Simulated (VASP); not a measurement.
# Be4ZnSe: single point with PBE

Crystal: Be4ZnSe.

```
CELL_PARAMETERS angstrom
3.23938 -1.85799 -0.00540
3.23938 1.85799 -0.00540
-0.05404 0.00000 6.56824
ATOMIC_POSITIONS crystal
Be 0.37388 0.37388 0.79998
Be 0.73823 0.73823 0.59164
Be 0.73180 0.73180 0.28250
Be 0.39803 0.39803 0.45775
Zn 0.06691 0.06691 0.42694
Se 0.70394 0.70394 0.94119
```

The cell was generated, and may not be a known phase.

```json
{"Program": "VASP 6.6.1", "Task": "single point", "Functional": "PBE", "Potentials or basis": "VASP PAW PBE potentials, release 64 (Be, Zn, Se)", "Cutoff": "520 eV", "k mesh": "10 × 10 × 6", "Occupations": "gaussian, width 0.1 eV", "Spin": "no spin polarisation"}
```

The pressure is 0.2 GPa, the largest force is 0.010 eV/Å and the band gap on the k mesh is zero (bands 13 and 14 overlap by 2.26 eV).

Forces in eV/Å, atoms in the order of the input:
```
Be  -0.001  0.000 -0.008
Be   0.003  0.000  0.006
Be   0.002  0.000  0.001
Be   0.000  0.000  0.005
Zn   0.000  0.000 -0.010
Se  -0.004  0.000  0.007
```

Stress tensor (GPa, compression positive):
```
0.24 0.00 0.00
0.00 0.22 0.00
0.00 0.00 0.11
```

Levels at points of the mesh, in eV from the Fermi level:
```csv
k point,band 10,band 11,band 12,band 13,band 14,band 15,band 16,band 17
"(0.00, 0.00, 0.00)",-2.70,-1.40,0.78,1.37,1.42,1.78,2.11,2.12
"(0.50, 0.00, 0.00)",-5.37,-4.16,-2.83,-1.81,0.83,2.11,2.59,2.80
"(0.50, 0.50, 0.00)",-5.41,-4.11,-2.74,-1.70,0.85,2.04,2.55,2.69
"(0.00, 0.00, 0.50)",-2.74,-2.65,0.92,1.17,1.83,1.97,2.25,3.39
"(0.50, 0.00, 0.50)",-4.89,-3.96,-2.33,-1.56,-0.35,1.84,2.34,2.89
"(0.50, 0.50, 0.50)",-4.90,-3.89,-2.26,-1.47,-0.63,1.90,2.21,3.21
```

Run time: 3.5 min on 1 thread of Intel(R) Xeon(R) Platinum 8259CL CPU @ 2.50GHz (Skylake/Cascade Lake), with other jobs on the host, peak memory 0.42 GiB.
